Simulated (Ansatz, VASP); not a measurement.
# MgTe in VASP and in Ansatz

```xyz
4
Lattice="4.5618 0.0000 0.0000 -2.2809 3.9506 0.0000 0.0000 0.0000 7.4094" Properties=species:S:1:pos:R:3 pbc="T T T"
Mg    0.0000    2.6338    7.3837
Mg    2.2809    1.3169    3.6791
Te    0.0000    2.6338    2.7671
Te    2.2809    1.3169    6.4718
```

Alike in both runs: task single point; functional PBEsol; k mesh 9 × 9 × 4; occupations gaussian, width 0.02 eV; non-collinear spin, spin-orbit coupling.

|  | VASP | Ansatz |
| --- | --- | --- |
| version | VASP 6.6.1 | Ansatz 0.2.0 |
| potentials or method | VASP PAW PBE potentials, release 64 (Mg, Te), cutoff 600 eV | plane waves, PAW |
| valence electrons in the cell | 16 | 52 |

```csv
,VASP,Ansatz,Ansatz less VASP
pressure (GPa),0.1,0.0,-0.06
net moment per atom (μB),0.00,0.00,0.000
```

VASP's potentials were made for PBE, not for PBEsol, and Ansatz warns of the same on its side. VASP's potentials hold 16 valence electrons a cell and Ansatz's 52, so a difference there can come from the potentials and not from the codes.
